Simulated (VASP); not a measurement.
Set up this calculation in VASP 6.6.1, as the native input.

```yaml
Task: single point
Functional: PBE
Potentials_or_basis: VASP PAW PBE potentials, release 64 (Ba_sv, Ti_sv, O)
Cutoff: 520 eV
k_mesh: 8 × 8 × 8
Occupations: gaussian, width 0.02 eV
Spin: no spin polarisation
Dipole_correction: no
Further_INCAR_settings: ALGO = Normal; EDIFF = 1e-07; NBANDS = 28
```

The structure of BaTiO3 lies in POSCAR:

```
BaTiO3
1.0
    4.1398284613      0.0000000000      0.0000000000
    0.0000000000      3.9889502321      0.0000000000
    0.0000000000      0.0000000000      3.9889502321
Ba Ti O
1 1 3
Direct
    0.5000000000      0.5000000000      0.5000000000
    0.0000000000      0.0000000000      0.0000000000
    0.5000000000      0.0000000000      0.0000000000
    0.0000000000      0.5000000000      0.0000000000
    0.0000000000      0.0000000000      0.5000000000
```

One way to write it, as run:

INCAR

```
SYSTEM = BaTiO3
PREC = Accurate
ENCUT = 520
EDIFF = 1E-7
ISMEAR = 0
SIGMA = 0.02
LREAL = .FALSE.
LASPH = .TRUE.
NELM = 100
ALGO = Normal
ISIF = 2
LWAVE = .FALSE.
LCHARG = .TRUE.
GGA = PE
LELF = .TRUE.
LVHAR = .TRUE.
NBANDS = 28
```

KPOINTS

```
regular mesh
0
G
  8 8 8
  0 0 0
```

Potentials or basis: VASP PAW PBE potentials, release 64 (Ba_sv, Ti_sv, O).

Launch:

```console
$ cat potpaw_PBE.64/Ba_sv/POTCAR potpaw_PBE.64/Ti_sv/POTCAR potpaw_PBE.64/O/POTCAR > POTCAR
$ mpirun -np 1 vasp_std > vasp.out
```

Results of the run:

The pressure is -0.3 GPa and the band gap on the k mesh is 1.62 eV, indirect (least direct gap 1.83 eV).

Caveat: spin-orbit coupling is left out, which moves the levels of the heavy elements.

It took 81 s on 1 thread of AMD EPYC 9R45 96-Core Processor (Zen 5), with other jobs on the host, peak memory 0.24 GiB.
